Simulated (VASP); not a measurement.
# Re (P6/mmm) in VASP: further runs

Re is run at these levels: r2SCAN; tasks: single point, relaxation of cell and atoms.

Everything below comes from runs of VASP 6.6.1. Logs are shortened: lines on timing, memory, paths and dates and some standing lists are left out, and cuts for length are marked.

**1. The cell of the first run**

The structure is hexagonal, space group P6/mmm (No. 191). The conventional cell has a = 2.650 Å, b = 2.650 Å, c = 2.476 Å, α = 90.00°, β = 90.00°, γ = 120.00°. Within 3.3 Å of Re (site symmetry 6/mmm) lie 8 Re at 2.48 to 2.65 Å.

This isn't the form of Re at room conditions, which is hcp.

**2. Single point, r2SCAN**

Input file POSCAR:

```
Re
1.0
    2.6496832329      0.0000000000      0.0000000000
   -1.3248416165      2.2946929917      0.0000000000
    0.0000000000      0.0000000000      2.4757977708
Re
1
Direct
    0.0000000000      0.0000000000      0.0000000000
```

Input file INCAR.step1:

```
PREC = Accurate
ENCUT = 520
ISMEAR = 0
SIGMA = 0.1
LREAL = False
LASPH = True
NELM = 60
NBANDS = 10
GGA = PE
ALGO = Normal
EDIFF = 1E-4
LWAVE = True
LCHARG = False
```

Input file INCAR.step2:

```
PREC = Accurate
ENCUT = 520
EDIFF = 1E-6
ISMEAR = 0
SIGMA = 0.1
LREAL = False
LASPH = True
NELM = 60
ALGO = Normal
ISIF = 2
LWAVE = False
LCHARG = True
METAGGA = R2SCAN
LMIXTAU = True
LELF = True
LVHAR = True
NBANDS = 10
ISTART = 1
```

Input file KPOINTS:

```
regular mesh
0
Gamma
  9 9 8
```

Potentials or basis: VASP PAW PBE potentials, release 64 (Re).

Started as:

```console
> cat potpaw_PBE.64/Re/POTCAR > POTCAR
> cp INCAR.step1 INCAR
> mpirun -np 1 vasp_std > vasp.out
> cp INCAR.step2 INCAR
> mpirun -np 1 vasp_std > vasp.out
```

OUTCAR:

```text
PREC = Accurate
   ENCUT = 520
   EDIFF = 1E-6
   ISMEAR = 0
   LREAL = False
   LASPH = True
   NELM = 60
   ISIF = 2
   METAGGA = R2SCAN
   ISTART = 1

 ion  position               nearest neighbor table
   1  0.000  0.000  0.000-

  LATTYP: Found a hexagonal cell.
 ALAT       =     2.6496832329
 C/A-ratio  =     0.9343750000

  Lattice vectors:

 A1 = (   2.6496832329,   0.0000000000,   0.0000000000)
 A2 = (  -1.3248416165,   2.2946929917,   0.0000000000)
 A3 = (   0.0000000000,   0.0000000000,   2.4757977708)

Analysis of symmetry for initial positions (statically):
=====================================================================
 Subroutine PRICEL returns:
 Original cell was already a primitive cell.

 Routine SETGRP: Setting up the symmetry group for a
 hexagonal supercell.

 Subroutine GETGRP returns: Found 24 space group operations
 (whereof 24 operations were pure point group operations)
 out of a pool of 24 trial point group operations.

The static configuration has the point symmetry D_6h.

Analysis of symmetry for dynamics (positions and initial velocities):
=====================================================================
 Subroutine PRICEL returns:
 Original cell was already a primitive cell.

 Routine SETGRP: Setting up the symmetry group for a
 hexagonal supercell.

 Subroutine GETGRP returns: Found 24 space group operations
 (whereof 24 operations were pure point group operations)
 out of a pool of 24 trial point group operations.

The dynamic configuration has the point symmetry D_6h.

 Subroutine INISYM returns: Found 24 space group operations
 (whereof 24 operations are pure point group operations),
 and found     1 'primitive' translations

----------------------------------------------------------------------------------------

                                     Primitive cell

  volume of cell :      15.0534

  direct lattice vectors                    reciprocal lattice vectors
     2.649683233  0.000000000  0.000000000     0.377403603  0.217894072  0.000000000
    -1.324841617  2.294692992  0.000000000     0.000000000  0.435788144  0.000000000
     0.000000000  0.000000000  2.475797771     0.000000000  0.000000000  0.403910211

  length of vectors
     2.649683233  2.649683233  2.475797771     0.435788144  0.435788144  0.403910211

  position of ions in fractional coordinates (direct lattice)
     0.000000000  0.000000000  0.000000000

  ion indices of the primitive-cell ions
   primitive index   ion index
                 1           1

[... 71 lines left out ...]
   EDIFF  = 0.1E-05   stopping-criterion for ELM
   LREAL  =      F    real-space projection
   EDIFFG = 0.1E-04   stopping-criterion for IOM
   NSW    =      0    number of steps for IOM
   IBRION =     -1    ionic relax: 0-MD 1-quasi-New 2-CG
   NFREE  =      0    steps in history (QN), initial steepest desc. (CG)
   ISIF   =      2    stress and relaxation
   ISYM   =      2    0-nonsym 1-usesym 2-fastsym
   POTIM  = 0.5000    time-step for ionic-motion
   TEBEG  =    0.0;   TEEND  =   0.0 temperature during run
   PSTRESS=    0.0 pullay stress
   NELECT =       7.0000    total number of electrons
   NUPDOWN=      -1.0000    fix difference up-down
   EMIN   =  10.00;   EMAX   =-10.00  energy-range for DOS
   EFERMI =   0.00;   METHOD = LEGACY
   ISMEAR =     0;   SIGMA  =   0.10  broadening in eV -4-tet -1-fermi 0-gaus
   EFERMI_NEDOS =   21; number of points for ismear=-14 and -15
   IALGO  =     38    algorithm
   IMIX   =      4    mixing-type and parameters
     AMIX     =   0.40;   BMIX     =  1.00
     AMIX_MAG =   1.60;   BMIX_MAG =  1.00
  volume/ion in A,a.u.               =      15.05       101.59
  Fermi-wavevector in a.u.,A,eV,Ry     =   1.268322  2.396781 21.886894  1.608641
  Thomas-Fermi vector in A             =   2.401423
   LORBIT       =      0    0 simple, 1 ext, 2 COOP (PROOUT), +10 PAW based schemes
   METAGGA = R2SCAN    functional components
   LHFCALC =     F    Hartree Fock is set to
   AEXX    =    0.0000 exact exchange contribution
   IVDW    =     0    specifies the selected vdW correction
   LEPSILON=     F    determine dielectric tensor
   LRPA    =     F    only Hartree local field effects (RPA)
 non-spin polarized calculation
 Gauss-broadening in eV      SIGMA  =   0.10
  energy-cutoff  :      520.00
  volume of cell :       15.05
 maximum number of plane-waves:       435
 NGX is ok and might be reduce to    20
   NGX =  9   NGY =  9   NGZ =  9

 number of electron       7.0000000 magnetization

 Free energy of the ion-electron system (eV)
  ---------------------------------------------------
  ext. energy  EPLUGINS =         0.00000000
  ---------------------------------------------------
  free energy    TOTEN  =       -51.26269027 eV

  energy without entropy =      -51.25480181  energy(sigma->0) =      -51.25874604

 E-fermi :   8.0797     XC(G=0): -14.6936

 val. band max:        8.0396593900   @ k =   0.2222   0.2222   0.1250
 cond. band min:       8.1097016279   @ k =   0.2222  -0.0000   0.1250
 fundamental gap:      0.0700422379
 Fermi energy:         8.0797133545

 k-point     1 :       0.0000    0.0000    0.0000
  band No.  band energies     occupation
      1      -2.5961      2.00000
      2       1.5724      2.00000
      3       5.8788      2.00000
      4       5.8788      2.00000
      5      12.4579      0.00000
      6      12.4579      0.00000
      7      22.4542      0.00000
      8      25.2205      0.00000
      9      31.1758      0.00000
     10      31.1758      0.00000
[... 287 lines left out ...]
 k-point    24 :       0.3333    0.3333    0.1250
  band No.  band energies     occupation
      1       4.0128      2.00000
      2       4.2935      2.00000
      3       4.2935      2.00000
      4       8.4390      0.00000
      5       8.4390      0.00000
      6      15.4469      0.00000
      7      18.4337      0.00000
      8      18.4337      0.00000
      9      31.5894      0.00000
     10      31.5895      0.00000

 [... further k-points ...]
[... 5 lines left out ...]
  --------------------------------------------------------------------------------------
  -------------------------------------------------------------------------------------
  Total        3.2403098      3.2403098     -0.0459213     -0.0000000      0.0000000      0.0000000
  in kB      344.8763435    344.8763435     -4.8875469     -0.0000000      0.0000000      0.0000000
  external PRESSURE =     228.2883801 kB  Pullay stress =       0.0000000 kB

 VOLUME and BASIS-vectors are now :
 -----------------------------------------------------------------------------
  energy-cutoff  :      520.00
  volume of cell :       15.05
      direct lattice vectors                 reciprocal lattice vectors
     2.649683233  0.000000000  0.000000000     0.377403603  0.217894072  0.000000000
    -1.324841617  2.294692992  0.000000000     0.000000000  0.435788144  0.000000000
     0.000000000  0.000000000  2.475797771     0.000000000  0.000000000  0.403910211

 POSITION                                       TOTAL-FORCE (eV/Angst)
 -----------------------------------------------------------------------------------
      0.00000      0.00000      0.00000        -0.000000      0.000000      0.000000
 -----------------------------------------------------------------------------------
    total drift:                               -0.000000      0.000000      0.000000

  FREE ENERGIE OF THE ION-ELECTRON SYSTEM (eV)
  ---------------------------------------------------
  free  energy   TOTEN  =       -51.2626902711 eV

  energy  without entropy=      -51.2548018113  energy(sigma->0) =      -51.25874604
```

OUTCAR.step1:

```text
PREC = Accurate
   ENCUT = 520
   ISMEAR = 0
   LREAL = False
   LASPH = True
   NELM = 60
[... 528 lines left out ...]

 POSITION                                       TOTAL-FORCE (eV/Angst)
 -----------------------------------------------------------------------------------
      0.00000      0.00000      0.00000        -0.000000      0.000000      0.000000
 -----------------------------------------------------------------------------------
    total drift:                                0.000000      0.000000      0.000000

  FREE ENERGIE OF THE ION-ELECTRON SYSTEM (eV)
  ---------------------------------------------------
  free  energy   TOTEN  =       -11.2407923714 eV

  energy  without entropy=      -11.2331662311  energy(sigma->0) =      -11.23697930
```

OSZICAR.step1:

```text
N       E                     dE             d eps       ncg     rms          rms(c)
DAV:   1     0.732406423181E+01    0.73241E+01   -0.34329E+03  1884   0.762E+02
DAV:   2    -0.113815927246E+02   -0.18706E+02   -0.17635E+02  1850   0.161E+02
DAV:   3    -0.117102162552E+02   -0.32862E+00   -0.32484E+00  2012   0.335E+01
DAV:   4    -0.117118421765E+02   -0.16259E-02   -0.16242E-02  1982   0.116E+00
DAV:   5    -0.117118455956E+02   -0.34192E-05   -0.34188E-05  1676   0.294E-02    0.298E+01
DAV:   6    -0.113728215806E+02    0.33902E+00   -0.26324E-01  1914   0.123E+01    0.140E+01
DAV:   7    -0.112446167040E+02    0.12820E+00   -0.23510E-01  1916   0.112E+01    0.291E-01
DAV:   8    -0.112409643931E+02    0.36523E-02   -0.21427E-03  1572   0.558E-01    0.131E-01
DAV:   9    -0.112407848540E+02    0.17954E-03   -0.16162E-04  1554   0.106E-01    0.203E-02
DAV:  10    -0.112407923714E+02   -0.75175E-05   -0.10083E-05   840   0.228E-02
   1 F= -.11240792E+02 E0= -.11236979E+02  d E =-.762614E-02
```

Run time: 23 s. Hardware: 1 thread of Intel Xeon Platinum 8488C (Sapphire Rapids), shared host; peak memory 0.13 GiB.

Results:

```yaml
Free_energy: -51.2627 eV
Pressure: 22.8 GPa
Band_gap_on_the_k_mesh: zero (an odd number of electrons rules out a gap without spin polarisation)
```

Caveat: the cell stands under pressure; the PAW data sets were made with another functional, which shifts forces and pressure a little; spin-orbit coupling is left out, which moves the levels of the heavy elements.

**3. Single point, r2SCAN**

This run uses another cell than the first one, of 16.08 Å³/atom.

Input file POSCAR:

```
Re
1.0
    2.7566368122      0.0000000000      0.0000000000
   -1.3783184061      2.3873175083      0.0000000000
    0.0000000000      0.0000000000      2.4431031836
Re
1
Direct
    0.0000000000      0.0000000000      0.0000000000
```

Input file INCAR.step1:

```
SYSTEM = Re
PREC = Accurate
ENCUT = 520
ISMEAR = 0
SIGMA = 0.1
LREAL = .False.
LASPH = .True.
NELM = 100
NBANDS = 10
GGA = PE
ALGO = Normal
EDIFF = 1E-4
LWAVE = .True.
LCHARG = .False.
```

Input file INCAR.step2:

```
SYSTEM = Re
PREC = Accurate
ENCUT = 520
EDIFF = 1E-7
ISMEAR = 0
SIGMA = 0.1
LREAL = .False.
LASPH = .True.
NELM = 100
ALGO = Normal
ISIF = 2
LWAVE = .False.
LCHARG = .True.
METAGGA = R2SCAN
LMIXTAU = .True.
LELF = .True.
LVHAR = .True.
NBANDS = 10
ISTART = 1
```

Input file KPOINTS:

```
Automatic mesh
0
Gamma
  9 9 8
  0 0 0
```

Potentials or basis: VASP PAW PBE potentials, release 64 (Re).

Started as:

```console
> cat potpaw_PBE.64/Re/POTCAR > POTCAR
> cp INCAR.step1 INCAR
> mpirun -np 1 vasp_std > vasp.out
> cp INCAR.step2 INCAR
> mpirun -np 1 vasp_std > vasp.out
```

OUTCAR:

```text
SYSTEM = Re
   PREC = Accurate
   ENCUT = 520
   EDIFF = 1E-7
   ISMEAR = 0
   LREAL = .False.
   LASPH = .True.
   NELM = 100
   ISIF = 2
   METAGGA = R2SCAN
   ISTART = 1

 ion  position               nearest neighbor table
   1  0.000  0.000  0.000-

  LATTYP: Found a hexagonal cell.
 ALAT       =     2.7566368122
 C/A-ratio  =     0.8862622645

  Lattice vectors:

 A1 = (   2.7566368122,   0.0000000000,   0.0000000000)
 A2 = (  -1.3783184061,   2.3873175083,   0.0000000000)
 A3 = (   0.0000000000,   0.0000000000,   2.4431031836)

[... 483 lines left out ...]
      3       3.6326      2.00000
      4       8.0581      0.00000
      5       8.0581      0.00000
      6      13.4638      0.00000
      7      16.7897      0.00000
      8      16.7897      0.00000
      9      30.2273      0.00000
     10      30.2273      0.00000

 [... further k-points ...]
[... 5 lines left out ...]
  --------------------------------------------------------------------------------------
  -------------------------------------------------------------------------------------
  Total        0.0275560      0.0275560     -0.3312756      0.0000000     -0.0000000     -0.0000000
  in kB        2.7459614      2.7459614    -33.0117493      0.0000000     -0.0000000     -0.0000000
  external PRESSURE =      -9.1732755 kB  Pullay stress =       0.0000000 kB

 VOLUME and BASIS-vectors are now :
 -----------------------------------------------------------------------------
  energy-cutoff  :      520.00
  volume of cell :       16.08
      direct lattice vectors                 reciprocal lattice vectors
     2.756636812  0.000000000  0.000000000     0.362760882  0.209440093  0.000000000
    -1.378318406  2.387317508  0.000000000     0.000000000  0.418880185  0.000000000
     0.000000000  0.000000000  2.443103184     0.000000000  0.000000000  0.409315500

 POSITION                                       TOTAL-FORCE (eV/Angst)
 -----------------------------------------------------------------------------------
      0.00000      0.00000      0.00000         0.000000      0.000000      0.000000
 -----------------------------------------------------------------------------------
    total drift:                                0.000000      0.000000      0.000000

  FREE ENERGIE OF THE ION-ELECTRON SYSTEM (eV)
  ---------------------------------------------------
  free  energy   TOTEN  =       -51.3903244439 eV

  energy  without entropy=      -51.3840928204  energy(sigma->0) =      -51.38720863
```

OUTCAR.step1:

```text
SYSTEM = Re
   PREC = Accurate
   ENCUT = 520
   ISMEAR = 0
   LREAL = .False.
   LASPH = .True.
   NELM = 100
[... 530 lines left out ...]
 -----------------------------------------------------------------------------------
      0.00000      0.00000      0.00000        -0.000000      0.000000      0.000000
 -----------------------------------------------------------------------------------
    total drift:                               -0.000000     -0.000000      0.000000

  FREE ENERGIE OF THE ION-ELECTRON SYSTEM (eV)
  ---------------------------------------------------
  free  energy   TOTEN  =       -11.3986309890 eV

  energy  without entropy=      -11.3931027194  energy(sigma->0) =      -11.39586685
```

OSZICAR.step1:

```text
N       E                     dE             d eps       ncg     rms          rms(c)
DAV:   1     0.723714695654E+01    0.72371E+01   -0.33583E+03  1892   0.758E+02
DAV:   2    -0.115544334608E+02   -0.18792E+02   -0.17629E+02  1854   0.157E+02
DAV:   3    -0.118915944900E+02   -0.33716E+00   -0.33260E+00  2036   0.335E+01
DAV:   4    -0.118928753673E+02   -0.12809E-02   -0.12797E-02  1910   0.105E+00
DAV:   5    -0.118928780027E+02   -0.26353E-05   -0.26359E-05  1722   0.287E-02    0.265E+01
DAV:   6    -0.115266562311E+02    0.36622E+00   -0.33871E-01  1914   0.141E+01    0.116E+01
DAV:   7    -0.114029355120E+02    0.12372E+00   -0.25482E-01  1910   0.118E+01    0.377E-01
DAV:   8    -0.113987417514E+02    0.41938E-02   -0.26011E-03  1664   0.413E-01    0.823E-02
DAV:   9    -0.113986253172E+02    0.11643E-03   -0.13847E-04  1486   0.833E-02    0.197E-02
DAV:  10    -0.113986309890E+02   -0.56717E-05   -0.78441E-06   842   0.250E-02
   1 F= -.11398631E+02 E0= -.11395867E+02  d E =-.552827E-02
```

Wall time 28 s (1 thread of Intel Xeon Platinum 8488C (Sapphire Rapids), shared host); peak memory 0.14 GiB.

Results:

```
Free energy            : -51.3903 eV
Pressure               : -0.9 GPa
Band gap on the k mesh : zero (an odd number of electrons rules out a gap without spin polarisation)
```

Levels at points of the mesh, in eV from the Fermi level:
| k point | band 1 | band 2 | band 3 | band 4 | band 5 | band 6 |
| --- | --- | --- | --- | --- | --- | --- |
| (0.00, 0.00, 0.00) | -10.14 | -6.12 | -2.05 | -2.05 | 4.26 | 4.26 |
| (0.00, 0.00, 0.50) | -6.02 | -0.88 | -0.88 | -0.84 | -0.55 | -0.55 |

Caveat: the PAW data sets were made with another functional, which shifts forces and pressure a little; spin-orbit coupling is left out, which moves the levels of the heavy elements.

(Continued in part 2 of 2.)
